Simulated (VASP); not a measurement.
# Ir (P6_3/mmc) in VASP: a series of runs

Ir is run at these levels: PBEsol; tasks: single point.

Everything below comes from runs of VASP 6.6.1. Logs are shortened: lines on timing, memory, paths and dates and some standing lists are left out, and cuts for length are marked.

## Step 1: The cell of the first run

It takes space group P6_3/mmc (No. 194, hexagonal). Conventional cell: a = 2.824 Å, b = 2.824 Å, c = 4.578 Å, α = 90.00°, β = 90.00°, γ = 120.00°. Ir (site symmetry -6m2) has 12 Ir at 2.81 to 2.82 Å within 3.7 Å.

## Step 2: Single point, PBEsol, collinear spin, ferromagnetic start

The input, INCAR:

```
SYSTEM = Ir
PREC     = Accurate       ! precision mode
ENCUT    = 520            ! plane-wave cutoff, eV
EDIFF    = 1E-6           ! SCF threshold, eV
ISMEAR   = 0              ! smearing method
SIGMA    = 0.15           ! smearing width, eV
LREAL    = .FALSE.        ! projectors in reciprocal space
LASPH    = .TRUE.         ! aspherical terms in the spheres
NELM     = 150            ! most SCF steps
ALGO     = Normal         ! electronic algorithm
ISIF     = 2              ! what is computed and relaxed
LWAVE    = .FALSE.        ! write WAVECAR
LCHARG   = .FALSE.        ! write CHGCAR
ISPIN    = 2              ! spin polarisation
MAGMOM   = 0.8 0.8        ! initial moments
LORBIT   = 11             ! projections on sites
NUPDOWN  = 1.6            ! fixed moment
LMAXMIX  = 4              ! l up to which the mixer works
GGA      = PS             ! functional
NBANDS   = 20             ! bands
```

The input, KPOINTS:

```
Automatic mesh
0
G
  21 21 12
  0 0 0
```

The input, POSCAR:

```
Ir
1.0
    2.8235216222      0.0000000000      0.0000000000
   -1.4117608111      2.4452414529      0.0000000000
    0.0000000000      0.0000000000      4.5777984561
Ir
2
Direct
    0.6666666667      0.3333333333      0.7500000000
    0.3333333333      0.6666666667      0.2500000000
```

Potentials or basis: VASP PAW PBE potentials, release 64 (Ir).

On the command line:

```sh
$ cat potpaw_PBE.64/Ir/POTCAR > POTCAR
$ mpirun -np 1 vasp_std > vasp.out
```

OUTCAR:

```text
SYSTEM = Ir
   PREC = Accurate
   ENCUT = 520
   EDIFF = 1E-6
   ISMEAR = 0
   LREAL = .FALSE.
   LASPH = .TRUE.
   NELM = 150
   ISIF = 2
   ISPIN = 2
   LORBIT = 11
   NUPDOWN = 1.6
   GGA = PS

 ion  position               nearest neighbor table
   1  0.667  0.333  0.750-   2 2.81   2 2.81   2 2.81   2 2.81   2 2.81   2 2.81
   2  0.333  0.667  0.250-   1 2.81   1 2.81   1 2.81   1 2.81   1 2.81   1 2.81

  LATTYP: Found a hexagonal cell.
 ALAT       =     2.8235216222
 C/A-ratio  =     1.6213080927

  Lattice vectors:

 A1 = (   2.8235216222,   0.0000000000,   0.0000000000)
 A2 = (  -1.4117608111,   2.4452414529,   0.0000000000)
 A3 = (   0.0000000000,   0.0000000000,   4.5777984561)

Analysis of symmetry for initial positions (statically):
=====================================================================
 Subroutine PRICEL returns:
 Original cell was already a primitive cell.

 Routine SETGRP: Setting up the symmetry group for a
 hexagonal supercell.

 Subroutine GETGRP returns: Found 24 space group operations
 (whereof 12 operations were pure point group operations)
 out of a pool of 24 trial point group operations.

The static configuration has the point symmetry D_3d.
 The point group associated with its full space group is D_6h.

Analysis of symmetry for dynamics (positions and initial velocities):
=====================================================================
 Subroutine PRICEL returns:
 Original cell was already a primitive cell.

 Routine SETGRP: Setting up the symmetry group for a
 hexagonal supercell.

 Subroutine GETGRP returns: Found 24 space group operations
 (whereof 12 operations were pure point group operations)
 out of a pool of 24 trial point group operations.

The dynamic configuration has the point symmetry D_3d.
 The point group associated with its full space group is D_6h.

Analysis of structural, dynamic, and magnetic symmetry:
=====================================================================
 Subroutine PRICEL returns:
 Original cell was already a primitive cell.

 Routine SETGRP: Setting up the symmetry group for a
 hexagonal supercell.

 Subroutine GETGRP returns: Found 24 space group operations
 (whereof 12 operations were pure point group operations)
 out of a pool of 24 trial point group operations.

The overall configuration has the point symmetry D_3d.
 The point group associated with its full space group is D_6h.

 Subroutine INISYM returns: Found 24 space group operations
 (whereof 12 operations are pure point group operations),
 and found     1 'primitive' translations

[... 112 lines left out ...]
   IMIX   =      4    mixing-type and parameters
     AMIX     =   0.40;   BMIX     =  1.00
     AMIX_MAG =   1.60;   BMIX_MAG =  1.00
  volume/ion in A,a.u.               =      15.80       106.64
  Fermi-wavevector in a.u.,A,eV,Ry     =   1.356987  2.564334 25.053970  1.841415
  Thomas-Fermi vector in A             =   2.483944
   LORBIT       =     11    0 simple, 1 ext, 2 COOP (PROOUT), +10 PAW based schemes
   GGA     = PS    functional components
   LHFCALC =     F    Hartree Fock is set to
   AEXX    =    0.0000 exact exchange contribution
   IVDW    =     0    specifies the selected vdW correction
   LEPSILON=     F    determine dielectric tensor
   LRPA    =     F    only Hartree local field effects (RPA)
 spin polarized calculation
 Gauss-broadening in eV      SIGMA  =   0.15
  energy-cutoff  :      520.00
  volume of cell :       31.61
 maximum number of plane-waves:       867
 NGX is ok and might be reduce to    24
   NGX = 11   NGY = 11   NGZ = 17

 number of electron      18.0000003 magnetization       1.6000000

 Free energy of the ion-electron system (eV)
  ---------------------------------------------------
  ext. energy  EPLUGINS =         0.00000000
  ---------------------------------------------------
  free energy    TOTEN  =       -18.88751315 eV

  energy without entropy =      -18.85457259  energy(sigma->0) =      -18.87104287

 E-fermi :   8.0917     XC(G=0): -13.4519

 val. band max:        8.7239548525   @ k =   0.4286   0.0952   0.2500
 cond. band min:       8.0987779312   @ k =   0.0476   0.0000   0.4167
 fundamental gap:     -0.6251769213
 Fermi energy:         8.7287539523

 spin component 1

 k-point     1 :       0.0000    0.0000    0.0000
  band No.  band energies     occupation
      1      -1.6987      1.00000
      2       1.2564      1.00000
      3       4.9621      1.00000
      4       5.0506      1.00000
      5       5.0506      1.00000
      6       5.5937      1.00000
[... 541 lines left out ...]
     19      28.3668      0.00000
     20      29.7231      0.00000

 [... further k-points ...]

 spin component 2

 k-point     1 :       0.0000    0.0000    0.0000
  band No.  band energies     occupation
      1      -1.5142      1.00000
      2       1.5955      1.00000
      3       5.4578      1.00000
      4       5.5381      1.00000
      5       5.5381      1.00000
      6       6.0959      1.00000
[... 541 lines left out ...]
     19      28.5677      0.00000
     20      29.9697      0.00000

 [... further k-points ...]
[... 5 lines left out ...]
  --------------------------------------------------------------------------------------
  -------------------------------------------------------------------------------------
  Total       -5.4407008     -5.4407008     -5.5942271      0.0000000      0.0000000      0.0000000
  in kB     -275.8010324   -275.8010324   -283.5836200      0.0000000      0.0000000      0.0000000
  external PRESSURE =    -278.3952282 kB  Pullay stress =       0.0000000 kB

 VOLUME and BASIS-vectors are now :
 -----------------------------------------------------------------------------
  energy-cutoff  :      520.00
  volume of cell :       31.61
      direct lattice vectors                 reciprocal lattice vectors
     2.823521622  0.000000000  0.000000000     0.354167644  0.204478784  0.000000000
    -1.411760811  2.445241453  0.000000000     0.000000000  0.408957569  0.000000000
     0.000000000  0.000000000  4.577798456     0.000000000  0.000000000  0.218445615

 POSITION                                       TOTAL-FORCE (eV/Angst)
 -----------------------------------------------------------------------------------
      1.41176      0.81508      3.43335         0.000000      0.000000      0.000000
     -0.00000      1.63016      1.14445        -0.000000      0.000000      0.000000
 -----------------------------------------------------------------------------------
    total drift:                               -0.000000      0.000000     -0.000000

  FREE ENERGIE OF THE ION-ELECTRON SYSTEM (eV)
  ---------------------------------------------------
  free  energy   TOTEN  =       -18.8875131520 eV

  energy  without entropy=      -18.8545725950  energy(sigma->0) =      -18.87104287

 total charge

# of ion       s       p       d       tot
------------------------------------------
    1        0.610   0.601   6.840   8.050
    2        0.610   0.601   6.840   8.050
--------------------------------------------------
tot          1.219   1.202  13.679  16.100

 magnetization (x)

# of ion       s       p       d       tot
------------------------------------------
    1        0.003   0.001   0.781   0.784
    2        0.003   0.001   0.781   0.784
--------------------------------------------------
tot          0.006   0.002   1.561   1.569
```

OSZICAR:

```text
N       E                     dE             d eps       ncg     rms          rms(c)
DAV:   1     0.140919201522E+03    0.14092E+03   -0.77470E+03 26888   0.863E+02
DAV:   2    -0.160566061795E+02   -0.15698E+03   -0.13773E+03 27280   0.253E+02
DAV:   3    -0.200928425249E+02   -0.40362E+01   -0.39704E+01 32096   0.482E+01
DAV:   4    -0.201428512579E+02   -0.50009E-01   -0.49982E-01 30884   0.454E+00
DAV:   5    -0.201442930317E+02   -0.14418E-02   -0.14417E-02 32088   0.821E-01    0.180E+01
DAV:   6    -0.190474975660E+02    0.10968E+01   -0.13298E+00 31632   0.131E+01    0.701E+00
DAV:   7    -0.188998428945E+02    0.14765E+00   -0.26557E-01 36148   0.524E+00    0.335E+00
DAV:   8    -0.188931380810E+02    0.67048E-02   -0.49795E-03 29048   0.451E-01    0.164E+00
DAV:   9    -0.188880824938E+02    0.50556E-02   -0.73785E-03 31212   0.918E-01    0.693E-01
DAV:  10    -0.188875052498E+02    0.57724E-03   -0.22516E-04 28976   0.135E-01    0.213E-02
DAV:  11    -0.188875106706E+02   -0.54207E-05   -0.56212E-06 33652   0.191E-02    0.183E-02
DAV:  12    -0.188875122845E+02   -0.16140E-05   -0.51858E-07 20420   0.563E-03    0.115E-02
DAV:  13    -0.188875131520E+02   -0.86746E-06   -0.40383E-07 16048   0.534E-03
   1 F= -.18887513E+02 E0= -.18871043E+02  d E =-.329406E-01  mag=     1.6000
```

Run time: 8.3 min. Hardware: 1 thread of Oxide Virtual Turin-like, shared host; peak memory 0.36 GiB.

Results:

- Free energy: -18.8875 eV
- Pressure: -27.8 GPa
- Net moment: 1.60 μB per cell
- Site moments: Ir +0.78 μB
- Valence electrons inside the program's atomic spheres: Ir 8.05

Stress tensor (GPa, compression positive):
```
-27.58   0.00   0.00
  0.00 -27.58   0.00
  0.00   0.00 -28.36
```

Caveat: the PAW data sets were made with another functional, which shifts forces and pressure a little; spin-orbit coupling is left out, which moves the levels of the heavy elements; the total moment is fixed, so each spin has its own Fermi level.

## Step 3: Single point, PBEsol, collinear spin, ferromagnetic start

The input, INCAR:

```
SYSTEM = Ir
ALGO = Normal ; EDIFF = 1E-6
ENCUT = 520 ; GGA = PS
ISIF = 2 ; ISMEAR = 0
ISPIN = 2 ; LASPH = .True.
LCHARG = .True. ; LELF = .True.
LMAXMIX = 4 ; LORBIT = 11
LREAL = .False. ; LVHAR = .True.
LWAVE = .False. ; MAGMOM = 0.6 0.6
NBANDS = 20 ; NELM = 150
NUPDOWN = 1.2 ; PREC = Accurate
SIGMA = 0.15
```

The input, KPOINTS:

```
k-points
0
Gamma
  21 21 12
  0 0 0
```

POSCAR is that of step 2.

Potentials or basis: VASP PAW PBE potentials, release 64 (Ir).

On the command line:

```sh
$ cat potpaw_PBE.64/Ir/POTCAR > POTCAR
$ mpirun -np 1 vasp_std > vasp.out
```

Wall time 9.6 min (1 thread of Oxide Virtual Turin-like, shared host); peak memory 0.37 GiB.

Results (log left out):

```
Free energy                                           : -18.9952 eV
Pressure                                              : -29.7 GPa
Net moment                                            : 1.20 μB per cell
Site moments                                          : Ir +0.59 μB
Valence electrons inside the program's atomic spheres : Ir 8.05
```

Stress tensor (GPa, compression positive):
```
-29.33   0.00   0.00
  0.00 -29.33   0.00
  0.00   0.00 -30.39
```

Caveat: the PAW data sets were made with another functional, which shifts forces and pressure a little; spin-orbit coupling is left out, which moves the levels of the heavy elements; the total moment is fixed, so each spin has its own Fermi level.
